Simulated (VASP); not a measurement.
# MoS2 (R-3m) in VASP: notebook

Runs on MoS2. Level: PBE+D3(BJ). Tasks: relaxation of cell and atoms, single point.

All numbers are computed with VASP 6.6.1; they aren't measurements. Logs are shortened: lines on timing, memory, paths and dates and some standing lists are left out, and cuts for length are marked.

**1. The cell of the first run**

The structure is trigonal, space group R-3m (No. 166). The conventional cell has a = 3.171 Å, b = 3.171 Å, c = 18.345 Å, α = 90.00°, β = 90.00°, γ = 120.00°. Mo (site symmetry -3m) has 6 S at 2.39 Å and 6 Mo at 3.17 Å within 3.2 Å. Within 3.2 Å of S (site symmetry 3m) lie 3 Mo at 2.39 Å and 6 S at 3.17 Å.

**2. Relaxation of cell and atoms, PBE+D3(BJ)**

Input file INCAR:

```
ALGO = Normal ; EDIFF = 1E-6
EDIFFG = -0.05 ; ENCUT = 600
GGA = PE ; IBRION = 2
ISIF = 3 ; ISMEAR = 0
IVDW = 12 ; LASPH = T
LCHARG = F ; LREAL = F
LWAVE = F ; NELM = 60
NSW = 100 ; PREC = Accurate
SIGMA = 0.1
```

Input file KPOINTS:

```
k-points
0
Gamma
  6 6 6
```

Input file POSCAR:

```
MoS2
1.0
    1.5855007458      0.9153892824      6.1150000000
   -1.5855007458      0.9153892824      6.1150000000
    0.0000000000     -1.8307785648      6.1150000000
Mo S
1 2
Direct
    0.0000000000      0.0000000000      0.0000000000
    0.7500000000      0.7500000000      0.7500000000
    0.2500000000      0.2500000000      0.2500000000
```

Potentials or basis: VASP PAW PBE potentials, release 64 (Mo_sv, S).

Started as:

```sh
$ cat potpaw_PBE.64/Mo_sv/POTCAR potpaw_PBE.64/S/POTCAR > POTCAR
$ mpirun -np 1 vasp_std > vasp.out
```

OUTCAR:

```text
EDIFF = 1E-6
   EDIFFG = -0.05
   ENCUT = 600
   GGA = PE
   IBRION = 2
   ISIF = 3
   ISMEAR = 0
   IVDW = 12
   LASPH = T
   LREAL = F
   NELM = 60
   NSW = 100
   PREC = Accurate
 IVDW          = 12

 ion  position               nearest neighbor table
   1  0.000  0.000  0.000-   2 2.39   2 2.39   3 2.39   3 2.39   2 2.39   3 2.39
   2  0.750  0.750  0.750-   1 2.39   1 2.39   1 2.39
   3  0.250  0.250  0.250-   1 2.39   1 2.39   1 2.39

  LATTYP: Found a trigonal (rhomboedric) cell.
 ALAT       =     6.3831790789
 COS(alpha) =     0.8766074783

  Lattice vectors:

 A1 = (   1.5855007458,   0.9153892824,   6.1150000000)
 A2 = (  -1.5855007458,   0.9153892824,   6.1150000000)
 A3 = (   0.0000000000,  -1.8307785648,   6.1150000000)

Analysis of symmetry for initial positions (statically):
=====================================================================
 Subroutine PRICEL returns:
 Original cell was already a primitive cell.

 Routine SETGRP: Setting up the symmetry group for a
 trigonal (rhombohedral) supercell.

 Subroutine GETGRP returns: Found 12 space group operations
 (whereof 12 operations were pure point group operations)
 out of a pool of 12 trial point group operations.

The static configuration has the point symmetry D_3d.

Analysis of symmetry for dynamics (positions and initial velocities):
=====================================================================
 Subroutine PRICEL returns:
 Original cell was already a primitive cell.

 Routine SETGRP: Setting up the symmetry group for a
 trigonal (rhombohedral) supercell.

 Subroutine GETGRP returns: Found 12 space group operations
 (whereof 12 operations were pure point group operations)
 out of a pool of 12 trial point group operations.

The dynamic configuration has the point symmetry D_3d.

 Subroutine INISYM returns: Found 12 space group operations
 (whereof 12 operations are pure point group operations),
 and found     1 'primitive' translations

----------------------------------------------------------------------------------------

                                     Primitive cell

  volume of cell :      53.2500

  direct lattice vectors                    reciprocal lattice vectors
     1.585500746  0.915389282  6.115000000     0.315357783  0.182071901  0.054510766
    -1.585500746  0.915389282  6.115000000    -0.315357783  0.182071901  0.054510766
     0.000000000 -1.830778565  6.115000000     0.000000000 -0.364143802  0.054510766

  length of vectors
     6.383179079  6.383179079  6.383179079     0.368201211  0.368201211  0.368201211

  position of ions in fractional coordinates (direct lattice)
     0.000000000  0.000000000  0.000000000
     0.750000000  0.750000000  0.750000000
     0.250000000  0.250000000  0.250000000

  ion indices of the primitive-cell ions
   primitive index   ion index
                 1           1
                 2           2
                 3           3

----------------------------------------------------------------------------------------

 KPOINTS: k-points

Automatic generation of k-mesh.
 Grid dimensions read from file:
 generate k-points for:    6    6    6

 Generating k-lattice:

  Cartesian coordinates                     Fractional coordinates (reciprocal lattice)
     0.052559630  0.030345317  0.009085128     0.166666667 -0.000000000  0.000000000
    -0.052559630  0.030345317  0.009085128    -0.000000000  0.166666667  0.000000000
     0.000000000 -0.060690634  0.009085128     0.000000000  0.000000000  0.166666667

  Length of vectors
     0.061366869  0.061366869  0.061366869

  Shift w.r.t. Gamma in fractional coordinates (k-lattice)
     0.000000000  0.000000000  0.000000000

 Subroutine IBZKPT returns following result:
 ===========================================

 Found     32 irreducible k-points:

 Following reciprocal coordinates:
            Coordinates               Weight
  0.000000  0.000000  0.000000      1.000000
  0.166667  0.000000 -0.000000      6.000000
  0.333333  0.000000 -0.000000      6.000000
  0.500000  0.000000 -0.000000      3.000000
  0.166667  0.166667 -0.000000      6.000000
  0.333333  0.166667 -0.000000     12.000000
[... 16 lines left out ...]
  0.500000  0.500000  0.166667      6.000000
 -0.333333  0.500000  0.166667     12.000000
 [... further k-points ...]
   k-points           NKPTS =     32   k-points in BZ     NKDIM =     32   number of bands    NBANDS=     17
   number of dos      NEDOS =    301   number of ions     NIONS =      3
   total plane-waves  NPLWV = 157464
   dimension x,y,z NGX =    54 NGY =   54 NGZ =   54
   dimension x,y,z NGXF=   108 NGYF=  108 NGZF=  108
   ions per type =               1   2
   NGX,Y,Z   is equivalent  to a cutoff of  14.06, 14.06, 14.06 a.u.
   NGXF,Y,Z  is equivalent  to a cutoff of  28.13, 28.13, 28.13 a.u.
 SYSTEM =  unknown system
   PREC   = accura    normal or accurate (medium, high low for compatibility)
   ISTART =      0    job   : 0-new  1-cont  2-samecut
   ICHARG =      2    charge: 1-file 2-atom 10-const
   ISPIN  =      1    spin polarized calculation?
   LNONCOLLINEAR =      F non collinear calculations
   LSORBIT =      F    spin-orbit coupling
   LASPH  =      T    aspherical Exc in radial PAW
   ENCUT  =  600.0 eV  44.10 Ry    6.64 a.u.  12.75 12.75 12.75*2*pi/ulx,y,z
   NELM   =     60;   NELMIN=  2; NELMDL= -5     # of ELM steps
   EDIFF  = 0.1E-05   stopping-criterion for ELM
   LREAL  =      F    real-space projection
   EDIFFG = -.5E-01   stopping-criterion for IOM
   NSW    =    100    number of steps for IOM
   IBRION =      2    ionic relax: 0-MD 1-quasi-New 2-CG
   NFREE  =      1    steps in history (QN), initial steepest desc. (CG)
   ISIF   =      3    stress and relaxation
   ISYM   =      2    0-nonsym 1-usesym 2-fastsym
   POTIM  = 0.5000    time-step for ionic-motion
   TEBEG  =    0.0;   TEEND  =   0.0 temperature during run
   PSTRESS=    0.0 pullay stress
   NELECT =      26.0000    total number of electrons
   NUPDOWN=      -1.0000    fix difference up-down
   EMIN   =  10.00;   EMAX   =-10.00  energy-range for DOS
   EFERMI =   0.00;   METHOD = LEGACY
   ISMEAR =     0;   SIGMA  =   0.10  broadening in eV -4-tet -1-fermi 0-gaus
   EFERMI_NEDOS =   21; number of points for ismear=-14 and -15
   IALGO  =     38    algorithm
   IMIX   =      4    mixing-type and parameters
     AMIX     =   0.40;   BMIX     =  1.00
     AMIX_MAG =   1.60;   BMIX_MAG =  1.00
  volume/ion in A,a.u.               =      17.75       119.78
  Fermi-wavevector in a.u.,A,eV,Ry     =   1.289118  2.436079 22.610499  1.661825
  Thomas-Fermi vector in A             =   2.421030
   LORBIT       =      0    0 simple, 1 ext, 2 COOP (PROOUT), +10 PAW based schemes
   GGA     = PE    functional components
   LHFCALC =     F    Hartree Fock is set to
   AEXX    =    0.0000 exact exchange contribution
   IVDW    =    12    specifies the selected vdW correction
   LEPSILON=     F    determine dielectric tensor
   LRPA    =     F    only Hartree local field effects (RPA)
 conjugate gradient relaxation of ions
 non-spin polarized calculation
 Gauss-broadening in eV      SIGMA  =   0.10
  energy-cutoff  :      600.00
  volume of cell :       53.25
 maximum number of plane-waves:      1800
 NGX is ok and might be reduce to    54
   NGX = 25   NGY = 25   NGZ = 25

--------------------------------------- Ionic step        1  -------------------------------------------

 number of electron      26.0000000 magnetization

 Free energy of the ion-electron system (eV)
  ---------------------------------------------------
  ext. energy  EPLUGINS =         0.00000000
  ---------------------------------------------------
  free energy    TOTEN  =       -20.97488416 eV

  energy without entropy =      -20.97225927  energy(sigma->0) =      -20.97357172

------------------------ aborting loop because EDIFF is reached ----------------------------------------

 Edisp (eV)   -1.28094

 E8    (eV) :    -0.5173

  FORCE on cell =-STRESS in cart. coord.  units (eV):
  Direction    XX          YY          ZZ          XY          YZ          ZX
  --------------------------------------------------------------------------------------
  -------------------------------------------------------------------------------------
  Total       0.88812     0.88812     2.08338     0.00000    -0.00000     0.00000
  in kB      26.72153    26.72153    62.68436     0.00000    -0.00000     0.00000
  external pressure =       38.71 kB  Pullay stress =        0.00 kB
[... 100 lines left out ...]
  FREE ENERGIE OF THE ION-ELECTRON SYSTEM (eV)
  ---------------------------------------------------
  free  energy   TOTEN  =       -22.2888354597 eV

  energy  without entropy=      -22.2851016304  energy(sigma->0) =      -22.28696855

[... ionic steps 4 to 10 ...]

--------------------------------------- Ionic step       11  -------------------------------------------

 number of electron      26.0000000 magnetization

------------------------ aborting loop because EDIFF is reached ----------------------------------------

 Edisp (eV)   -1.34370

 E8    (eV) :    -0.5424
[... 71 lines left out ...]
  energy  without entropy=      -22.3180980192  energy(sigma->0) =      -22.32025007

--------------------------------------- Ionic step       13  -------------------------------------------

 number of electron      26.0000000 magnetization

 Free energy of the ion-electron system (eV)
  ---------------------------------------------------
  ext. energy  EPLUGINS =         0.00000000
  ---------------------------------------------------
  free energy    TOTEN  =       -20.98126692 eV

  energy without entropy =      -20.97699577  energy(sigma->0) =      -20.97913135

 E-fermi :   8.2291     XC(G=0): -11.1784

 val. band max:        8.2137879604   @ k =   0.3333   0.3333   0.3333
 cond. band min:       8.3007424420   @ k =   0.5000   0.3333   0.1667
 fundamental gap:      0.0869544816
 Fermi energy:         8.2291152136

 k-point     1 :       0.0000    0.0000    0.0000
  band No.  band energies     occupation
      1     -53.3806      2.00000
      2     -27.4681      2.00000
      3     -27.3276      2.00000
      4     -27.3276      2.00000
      5      -6.8902      2.00000
      6      -5.1804      2.00000
[... 9 lines left out ...]
     16      11.4997      0.00000
     17      11.4997      0.00000
[... 443 lines left out ...]
      1     -53.3357      2.00000
      2     -27.6950      2.00000
      3     -27.4815      2.00000
      4     -27.3823      2.00000
      5      -4.8608      2.00000
      6      -4.4168      2.00000
[... 9 lines left out ...]
     16      11.2880      0.00000
     17      12.3428      0.00000

 [... further k-points ...]

------------------------ aborting loop because EDIFF is reached ----------------------------------------

 Edisp (eV)   -1.34141

 E8    (eV) :    -0.5415

  FORCE on cell =-STRESS in cart. coord.  units (eV):
  Direction    XX          YY          ZZ          XY          YZ          ZX
  --------------------------------------------------------------------------------------
  -------------------------------------------------------------------------------------
  Total      -0.00882    -0.00882    -0.03128     0.00000     0.00000     0.00000
  in kB      -0.27750    -0.27750    -0.98356     0.00000     0.00000     0.00000
  external pressure =       -0.51 kB  Pullay stress =        0.00 kB
[... 18 lines left out ...]
  FREE ENERGIE OF THE ION-ELECTRON SYSTEM (eV)
  ---------------------------------------------------
  free  energy   TOTEN  =       -22.3226803751 eV

  energy  without entropy=      -22.3184092248  energy(sigma->0) =      -22.32054480

 reached required accuracy - stopping structural energy minimisation
```

Wall time 9.6 min (1 thread of Intel Xeon 6975P-C (Granite Rapids), shared host); peak memory 0.43 GiB.

What came out:

- Free energy: -22.3227 eV
- Relaxed volume: 16.98 Å³/atom
- Relaxed cell: a = 6.244 Å, b = 6.244 Å, c = 6.244 Å, α = 29.10°, β = 29.10°, γ = 29.10°
- Space group after relaxing (to 0.05 Å): R-3m (No. 166)
- Energy gained by relaxing: 22.3 meV/atom
- Ionic steps: 13
- Pressure after relaxing: -0.1 GPa
- Largest force after relaxing: 0.011 eV/Å
- Band gap on the k mesh: zero (band 13 reaches 8.55 eV, above the bottom of band 14 at 8.07 eV)
- Dispersion energy per atom: -0.447 eV

Forces in eV/Å, atoms in the order of the input:
```
Mo   0.000  0.000  0.000
S    0.000  0.000 -0.011
S    0.000  0.000  0.011
```

The path:
```csv
step,energy change (eV),largest force (eV/Å),pressure (GPa),volume (Å³)
1,0.0000,0.9364,3.87,53.25
2,0.0557,0.8430,-8.67,56.62
3,-0.0330,0.2018,-1.36,54.48
4,-0.0330,0.2154,-1.30,54.46
5,-0.0450,0.1723,-0.89,53.74
6,-0.0525,0.0848,-0.05,52.49
7,-0.0526,0.0941,-0.14,52.61
8,-0.0565,0.1031,0.03,52.28
9,-0.0642,0.1288,0.70,51.31
10,-0.0544,0.1417,2.57,49.36
11,-0.0649,0.1641,1.21,50.85
12,-0.0666,0.0605,0.46,50.91
13,-0.0669,0.0115,-0.05,50.95
```

Final structure:
```cif
data_structure
_symmetry_space_group_name_H-M 'P 1'
_symmetry_Int_Tables_number 1
_cell_length_a 6.2443
_cell_length_b 6.2443
_cell_length_c 6.2443
_cell_angle_alpha 29.101
_cell_angle_beta 29.101
_cell_angle_gamma 29.101
_cell_volume 50.95
loop_
_atom_site_label
_atom_site_type_symbol
_atom_site_fract_x
_atom_site_fract_y
_atom_site_fract_z
_atom_site_occupancy
Mo1 Mo 0.00000 0.00000 0.00000 1
S1 S 0.75584 0.75584 0.75584 1
S2 S 0.24416 0.24416 0.24416 1
```

Caveat: the k points lie up to 0.39 Å⁻¹ apart in the final cell; pairwise dispersion overbinds metals, which lowers pressure and volume; the relaxation stopped at a loose force limit of 0.05 eV/Å, so its end isn't a converged minimum.

**3. Single point, PBE+D3(BJ)**

This run uses another cell than the first one, of 16.89 Å³/atom, 0.951 times its volume.

Input file INCAR:

```
ALGO = Normal ; EDIFF = 1E-7
ENCUT = 520 ; GGA = PE
ISIF = 2 ; ISMEAR = 0
IVDW = 12 ; LASPH = True
LCHARG = False ; LREAL = False
LWAVE = False ; NBANDS = 20
NELM = 100 ; PREC = Accurate
SIGMA = 0.1
```

Input file KPOINTS:

```
k-points
0
Gamma
  15 15 15
```

Input file POSCAR:

```
MoS2
1.0
    1.5671053532      0.9047686975      5.9545186242
   -1.5671053532      0.9047686975      5.9545186242
    0.0000000000     -1.8095373950      5.9545186242
Mo S
1 2
Direct
    0.0000000000      0.0000000000      0.0000000000
    0.7563756260      0.7563756260      0.7563756260
    0.2436243740      0.2436243740      0.2436243740
```

Potentials or basis: VASP PAW PBE potentials, release 64 (Mo_sv, S).

Started as:

```sh
$ cat potpaw_PBE.64/Mo_sv/POTCAR potpaw_PBE.64/S/POTCAR > POTCAR
$ mpirun -np 1 vasp_std > vasp.out
```

OUTCAR:

```text
EDIFF = 1E-7
   ENCUT = 520
   GGA = PE
   ISIF = 2
   ISMEAR = 0
   IVDW = 12
   LASPH = True
   LREAL = False
   NELM = 100
   PREC = Accurate
 IVDW          = 12

 ion  position               nearest neighbor table
   1  0.000  0.000  0.000-   2 2.42   3 2.42   2 2.42   2 2.42   3 2.42   3 2.42
   2  0.756  0.756  0.756-   1 2.42   1 2.42   1 2.42
   3  0.244  0.244  0.244-   1 2.42   1 2.42   1 2.42

  LATTYP: Found a trigonal (rhomboedric) cell.
 ALAT       =     6.2234008090
[... 746 lines left out ...]

 Edisp (eV)   -1.34947

 E8    (eV) :    -0.5447

  FORCE on cell =-STRESS in cart. coord.  units (eV):
  Direction    XX          YY          ZZ          XY          YZ          ZX
  --------------------------------------------------------------------------------------
  -------------------------------------------------------------------------------------
  Total      -0.03524    -0.03524    -0.02648     0.00000    -0.00000     0.00000
  in kB      -1.11454    -1.11454    -0.83736     0.00000    -0.00000     0.00000
  external pressure =       -1.02 kB  Pullay stress =        0.00 kB

 VOLUME and BASIS-vectors are now :
 -----------------------------------------------------------------------------
  energy-cutoff  :      520.00
  volume of cell :       50.66
      direct lattice vectors                 reciprocal lattice vectors
     1.567105353  0.904768697  5.954518624     0.319059595  0.184209143  0.055979896
    -1.567105353  0.904768697  5.954518624    -0.319059595  0.184209143  0.055979896
     0.000000000 -1.809537395  5.954518624     0.000000000 -0.368418287  0.055979896

 POSITION                                       TOTAL-FORCE (eV/Angst)
 -----------------------------------------------------------------------------------
      0.00000      0.00000      0.00000         0.000000      0.000000      0.000000
      0.00000      0.00000     13.51156         0.000000     -0.000000     -0.008499
      0.00000      0.00000      4.35200         0.000000      0.000000      0.008499
 -----------------------------------------------------------------------------------
    total drift:                                0.000000      0.000000     -0.000000

  FREE ENERGIE OF THE ION-ELECTRON SYSTEM (eV)
  ---------------------------------------------------
  free  energy   TOTEN  =       -22.2987919736 eV

  energy  without entropy=      -22.2942403558  energy(sigma->0) =      -22.29651616
```

stdout:

```text
POSCAR found type information on POSCAR MoS
 POSCAR found :  2 types and       3 ions
 scaLAPACK will be used
 LDA part: xc-table for (Slater+PW92), standard interpolation
 POSCAR, INCAR and KPOINTS ok, starting setup
 FFT: planning ... GRIDC
 FFT: planning ... GRID_SOFT
 FFT: planning ... GRID
 WAVECAR not read
 entering main loop
```

Wall time 8.7 min (1 thread of AMD EPYC 9R45 (Zen 5), shared host); peak memory 0.52 GiB.

What came out:

- Free energy: -22.2988 eV
- Pressure: -0.1 GPa
- Largest force: 0.008 eV/Å
- Band gap on the k mesh: zero (band 13 reaches 8.61 eV, above the bottom of band 14 at 8.22 eV)
- Dispersion energy per atom: -0.450 eV

Forces on the atoms (eV/Å):
```
Mo   0.000  0.000  0.000
S    0.000  0.000 -0.008
S    0.000  0.000  0.008
```

Levels at points of the mesh, in eV from the Fermi level:
```
           k point  band 9  band 10  band 11  band 12  band 13  band 14  band 15  band 16  band 17  band 18
(0.00, 0.00, 0.00)   -3.72    -1.58    -1.44    -0.82    -0.82     0.04     0.04     3.15     3.15     6.33
```

Caveat: pairwise dispersion overbinds metals, which lowers pressure and volume.

**4. Single point, PBE+D3(BJ) (volume scaled by 1.06, then relaxed in part)**

Input file INCAR:

```
PREC = Accurate
ENCUT = 520
EDIFF = 1E-6
ISMEAR = 0
SIGMA = 0.1
LREAL = F
LASPH = T
NELM = 80
ALGO = Normal
ISIF = 2
LWAVE = F
LCHARG = T
GGA = PE
IVDW = 12
LELF = T
LVHAR = T
NBANDS = 20
```

Input file KPOINTS:

```
regular mesh
0
Gamma
  15 15 15
```

Input file POSCAR:

```
MoS2
1.0
    1.5830909028      0.9139979589      6.1849644118
   -1.5830909028      0.9139979589      6.1849644118
    0.0000000000     -1.8279959178      6.1849644118
Mo S
1 2
Direct
    0.0000000000      0.0000000000      0.0000000000
    0.7526073857      0.7526073857      0.7526073857
    0.2473926143      0.2473926143      0.2473926143
```

Started as:

```sh
$ cat potpaw_PBE.64/Mo_sv/POTCAR potpaw_PBE.64/S/POTCAR > POTCAR
$ mpirun -np 1 vasp_std > vasp.out
```

Run time: 6.9 min. Hardware: 1 thread of Intel Xeon 6975P-C (Granite Rapids), shared host; peak memory 0.56 GiB.

It converged, with:

```
Free energy                : -22.2751 eV
Pressure                   : -2.4 GPa
Largest force              : 0.017 eV/Å
Band gap on the k mesh     : zero (band 13 reaches 7.96 eV, above the bottom of band 14 at 7.41 eV)
Dispersion energy per atom : -0.423 eV
```

Forces on the atoms (eV/Å):
```
Mo   0.000  0.000  0.000
S    0.000  0.000 -0.017
S    0.000  0.000  0.017
```

Levels at points of the mesh, in eV from the Fermi level:
```csv
k point,band 9,band 10,band 11,band 12,band 13,band 14,band 15,band 16,band 17,band 18
"(0.00, 0.00, 0.00)",-3.78,-1.78,-1.44,-0.87,-0.87,-0.10,-0.10,3.13,3.13,6.30
```

Caveat: the cell differs from its parent crystal (volume scaled by 1.06, then relaxed in part); pairwise dispersion overbinds metals, which lowers pressure and volume.

[end of part 1 of 2]
